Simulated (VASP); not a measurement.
# GaSb (I-4m2) in VASP: notebook, part 2 of 2

VASP 6.6.1.

## (3) Single point, r2SCAN (strain -0.025 along x and y, +0.000 along z)

Contents of POSCAR:

```
GaSb
1.0
    0.0000000000      2.9825250000      3.0590000000
    2.9825250000      0.0000000000      3.0590000000
    2.9825250000      2.9825250000      0.0000000000
Ga Sb
1 1
Direct
    0.0000000000      0.0000000000      0.0000000000
    0.7500000000      0.7500000000      0.7500000000
```

Contents of INCAR.step1:

```
ALGO = Normal ; EDIFF = 1E-4
ENCUT = 520 ; GGA = PE
ISMEAR = 0 ; LASPH = T
LCHARG = F ; LREAL = F
LWAVE = T ; NBANDS = 16
NELM = 100 ; PREC = Accurate
SIGMA = 0.05
```

Contents of INCAR.step2:

```
ALGO = Normal ; EDIFF = 1E-7
ENCUT = 520 ; ISIF = 2
ISMEAR = 0 ; ISTART = 1
LASPH = T ; LCHARG = F
LMIXTAU = T ; LREAL = F
LWAVE = F ; METAGGA = R2SCAN
NBANDS = 16 ; NELM = 100
PREC = Accurate ; SIGMA = 0.05
```

Contents of KPOINTS:

```
k-points
0
Gamma
  10 10 10
```

Potentials or basis: VASP PAW PBE potentials, release 64 (Ga_d, Sb).

On the command line:

```
$ cat potpaw_PBE.64/Ga_d/POTCAR potpaw_PBE.64/Sb/POTCAR > POTCAR
$ cp INCAR.step1 INCAR
$ mpirun -np 1 vasp_std > vasp.out
$ cp INCAR.step2 INCAR
$ mpirun -np 1 vasp_std > vasp.out
```

OUTCAR:

```text
EDIFF = 1E-7
   ENCUT = 520
   ISIF = 2
   ISMEAR = 0
   ISTART = 1
   LASPH = T
   LREAL = F
   METAGGA = R2SCAN
   NELM = 100
   PREC = Accurate

 ion  position               nearest neighbor table
   1  0.000  0.000  0.000-   2 2.61   2 2.61   2 2.61   2 2.61
   2  0.750  0.750  0.750-   1 2.61   1 2.61   1 2.61   1 2.61

  LATTYP: Found a body centered tetragonal cell.
 ALAT       =     4.2179273051
 C/A-ratio  =     1.4504754486

  Lattice vectors:

 A1 = (  -2.9825250000,   0.0000000000,   3.0590000000)
 A2 = (   2.9825250000,   0.0000000000,   3.0590000000)
 A3 = (   0.0000000000,   2.9825250000,  -3.0590000000)

Analysis of symmetry for initial positions (statically):
=====================================================================
 Subroutine PRICEL returns:
 Original cell was already a primitive cell.

 Routine SETGRP: Setting up the symmetry group for a
 body centered tetragonal supercell.

 Subroutine GETGRP returns: Found  8 space group operations
 (whereof  8 operations were pure point group operations)
 out of a pool of 16 trial point group operations.

The static configuration has the point symmetry D_2d.

Analysis of symmetry for dynamics (positions and initial velocities):
=====================================================================
 Subroutine PRICEL returns:
 Original cell was already a primitive cell.

 Routine SETGRP: Setting up the symmetry group for a
 body centered tetragonal supercell.

 Subroutine GETGRP returns: Found  8 space group operations
 (whereof  8 operations were pure point group operations)
 out of a pool of 16 trial point group operations.

The dynamic configuration has the point symmetry D_2d.

 Subroutine INISYM returns: Found  8 space group operations
 (whereof  8 operations are pure point group operations),
 and found     1 'primitive' translations

----------------------------------------------------------------------------------------

                                     Primitive cell

[... 104 lines left out ...]
   EFERMI =   0.00;   METHOD = LEGACY
   ISMEAR =     0;   SIGMA  =   0.05  broadening in eV -4-tet -1-fermi 0-gaus
   EFERMI_NEDOS =   21; number of points for ismear=-14 and -15
   IALGO  =     38    algorithm
   IMIX   =      4    mixing-type and parameters
     AMIX     =   0.40;   BMIX     =  1.00
     AMIX_MAG =   1.60;   BMIX_MAG =  1.00
  volume/ion in A,a.u.               =      27.21       183.63
  Fermi-wavevector in a.u.,A,eV,Ry     =   1.132156  2.139465 17.439652  1.281778
  Thomas-Fermi vector in A             =   2.268857
   LORBIT       =      0    0 simple, 1 ext, 2 COOP (PROOUT), +10 PAW based schemes
   METAGGA = R2SCAN    functional components
   LHFCALC =     F    Hartree Fock is set to
   AEXX    =    0.0000 exact exchange contribution
   IVDW    =     0    specifies the selected vdW correction
   LEPSILON=     F    determine dielectric tensor
   LRPA    =     F    only Hartree local field effects (RPA)
 non-spin polarized calculation
 Gauss-broadening in eV      SIGMA  =   0.05
  energy-cutoff  :      520.00
  volume of cell :       54.42
 maximum number of plane-waves:      1486
   NGX = 15   NGY = 15   NGZ = 15

 number of electron      18.0000002 magnetization

 Free energy of the ion-electron system (eV)
  ---------------------------------------------------
  ext. energy  EPLUGINS =         0.00000000
  ---------------------------------------------------
  free energy    TOTEN  =       -37.56564251 eV

  energy without entropy =      -37.56564251  energy(sigma->0) =      -37.56564251

 E-fermi :   5.5443     XC(G=0):  -9.9597

 val. band max:        5.2805830667   @ k =   0.0000   0.0000   0.0000
 cond. band min:       6.0177163737   @ k =   0.5000   0.0000   0.0000
 fundamental gap:      0.7371333069
 Fermi energy:         5.5443332048

 k-point     1 :       0.0000    0.0000    0.0000
  band No.  band energies     occupation
      1     -10.3815      2.00000
      2     -10.3785      2.00000
      3     -10.3784      2.00000
      4     -10.3151      2.00000
      5     -10.3127      2.00000
      6      -7.0860      2.00000
[... 433 lines left out ...]
      3     -10.3540      2.00000
      4     -10.3227      2.00000
      5     -10.3119      2.00000
      6      -5.3090      2.00000
[... 8 lines left out ...]
     15      16.3242      0.00000
     16      16.4368      0.00000

 [... further k-points ...]
[... 5 lines left out ...]
  --------------------------------------------------------------------------------------
  -------------------------------------------------------------------------------------
  Total        1.3905875      1.3905875      0.9365411      0.0000000      0.0000000      0.0000000
  in kB       40.9384362     40.9384362     27.5714595      0.0000000      0.0000000      0.0000000
  external PRESSURE =      36.4827773 kB  Pullay stress =       0.0000000 kB

 VOLUME and BASIS-vectors are now :
 -----------------------------------------------------------------------------
  energy-cutoff  :      520.00
  volume of cell :       54.42
      direct lattice vectors                 reciprocal lattice vectors
     0.000000000  2.982525000  3.059000000    -0.167643188  0.167643188  0.163452109
     2.982525000  0.000000000  3.059000000     0.167643188 -0.167643188  0.163452109
     2.982525000  2.982525000  0.000000000     0.167643188  0.167643188 -0.163452109

 POSITION                                       TOTAL-FORCE (eV/Angst)
 -----------------------------------------------------------------------------------
      0.00000      0.00000      0.00000        -0.000000     -0.000000     -0.000000
      4.47379      4.47379      4.58850         0.000000      0.000000      0.000000
 -----------------------------------------------------------------------------------
    total drift:                               -0.000004     -0.000004      0.000012

  FREE ENERGIE OF THE ION-ELECTRON SYSTEM (eV)
  ---------------------------------------------------
  free  energy   TOTEN  =       -37.5656425132 eV

  energy  without entropy=      -37.5656425132  energy(sigma->0) =      -37.56564251
```

OUTCAR.step1:

```text
EDIFF = 1E-4
   ENCUT = 520
   GGA = PE
   ISMEAR = 0
   LASPH = T
[... 677 lines left out ...]
 -----------------------------------------------------------------------------------
      0.00000      0.00000      0.00000         0.000000      0.000000      0.000000
      4.47379      4.47379      4.58850        -0.000000     -0.000000     -0.000000
 -----------------------------------------------------------------------------------
    total drift:                               -0.000001     -0.000001     -0.000004

  FREE ENERGIE OF THE ION-ELECTRON SYSTEM (eV)
  ---------------------------------------------------
  free  energy   TOTEN  =        -7.2790246657 eV

  energy  without entropy=       -7.2790246651  energy(sigma->0) =       -7.27902467
```

OSZICAR.step1:

```text
N       E                     dE             d eps       ncg     rms          rms(c)
DAV:   1     0.842191226785E+02    0.84219E+02   -0.86575E+03  3288   0.142E+03
DAV:   2    -0.790603780630E+00   -0.85010E+02   -0.81995E+02  3824   0.307E+02
DAV:   3    -0.722582863518E+01   -0.64352E+01   -0.64224E+01  4056   0.659E+01
DAV:   4    -0.733902500940E+01   -0.11320E+00   -0.11318E+00  4104   0.983E+00
DAV:   5    -0.734158162004E+01   -0.25566E-02   -0.25566E-02  4248   0.130E+00    0.339E+00
DAV:   6    -0.729326525410E+01    0.48316E-01   -0.62896E-02  4920   0.402E+00    0.205E+00
DAV:   7    -0.727758115142E+01    0.15684E-01   -0.42677E-02  3800   0.168E+00    0.349E-01
DAV:   8    -0.727854314212E+01   -0.96199E-03   -0.44307E-03  4376   0.777E-01    0.986E-02
DAV:   9    -0.727901994048E+01   -0.47680E-03   -0.72253E-04  3808   0.198E-01    0.382E-02
DAV:  10    -0.727902466566E+01   -0.47252E-05   -0.23504E-05  3184   0.356E-02
   1 F= -.72790247E+01 E0= -.72790247E+01  d E =-.516150E-09
```

It took 3 min on 1 thread of Intel Xeon Platinum 8259CL at 2.50GHz (Skylake/Cascade Lake), shared host; peak memory 0.25 GiB.

Results:

- Free energy: -37.5656 eV
- Pressure: 3.6 GPa
- Band gap on the k mesh: 0.74 eV, indirect (least direct gap 0.78 eV)

Levels at points of the mesh, in eV from the valence-band top:
| k point | band 7 | band 8 | band 9 | band 10 | band 11 | band 12 |
| --- | --- | --- | --- | --- | --- | --- |
| (0.00, 0.00, 0.00) | -0.17 | 0.00 | 0.00 | 0.78 | 2.88 | 2.88 |
| (0.50, 0.00, 0.00) | -6.91 | -1.47 | -1.25 | 0.74 | 3.89 | 4.03 |
| (0.50, 0.50, 0.00) | -7.44 | -2.83 | -2.83 | 1.15 | 1.45 | 9.54 |
| (0.50, 0.00, 0.50) | -7.31 | -3.01 | -2.98 | 0.93 | 1.27 | 9.51 |

Caveat: the cell differs from its parent crystal (strain -0.025 along x and y, +0.000 along z); the PAW data sets were made with another functional, which shifts forces and pressure a little; spin-orbit coupling is left out, which moves the levels of the heavy elements. A k mesh can miss the band edges.
